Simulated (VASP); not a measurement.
PbO: single point with r2SCAN

Crystal: PbO.

```
Pb O
1.0
     3.92358    0.00000    0.00000
     0.00000    3.92358    0.00000
     0.00000    0.00000    3.64464
Pb O
2 2
Direct
  0.50000 0.00000 0.69379
  0.00000 0.50000 0.30621
  0.50000 0.50000 0.00000
  0.00000 0.00000 0.00000
```

```
Program                : VASP 6.6.1
Task                   : single point
Functional             : r2SCAN
Potentials or basis    : VASP PAW PBE potentials, release 64 (Pb_d, O)
Cutoff                 : 660 eV
k mesh                 : 7 × 7 × 6
Occupations            : fermi-dirac, width 0.05 eV
Spin                   : no spin polarisation
Dipole correction      : no
Further INCAR settings : ALGO = Normal; EDIFF = 1e-06; NBANDS = 28
```

```yaml
Pressure: 30.9 GPa
Largest_force: 0.112 eV/Å
Band_gap_on_the_k_mesh: 1.06 eV (least direct gap 1.73 eV)
```

Forces on the atoms (eV/Å):
```
Pb   0.000  0.000 -0.112
Pb   0.000  0.000  0.112
O    0.000  0.000  0.000
O    0.000  0.000  0.000
```

Stress tensor (GPa, compression positive):
```
31.04  0.00  0.00
 0.00 31.04  0.00
 0.00  0.00 30.70
```

Levels at points of the mesh, in eV from the valence-band top:
```csv
k point,band 16,band 17,band 18,band 19,band 20,band 21,band 22,band 23,band 24,band 25
"(0.00, 0.00, 0.00)",-5.84,-2.55,-2.55,-2.23,-1.05,5.34,5.76,5.76,9.12,9.17
"(0.00, 0.00, 0.50)",-2.58,-2.40,-2.40,-1.97,0.00,2.18,2.56,2.73,2.73,11.31
```

Wall time 3.8 min on 1 thread of Intel(R) Xeon(R) Platinum 8259CL CPU @ 2.50GHz (Skylake/Cascade Lake), with other jobs on the host, peak memory 0.25 GiB.

Caveat: the cell stands under pressure; the PAW data sets were made with another functional, which shifts forces and pressure a little; spin-orbit coupling is left out, which moves the levels of the heavy elements. r2SCAN opens gaps a little over a GGA but as a rule still falls short of measured ones.
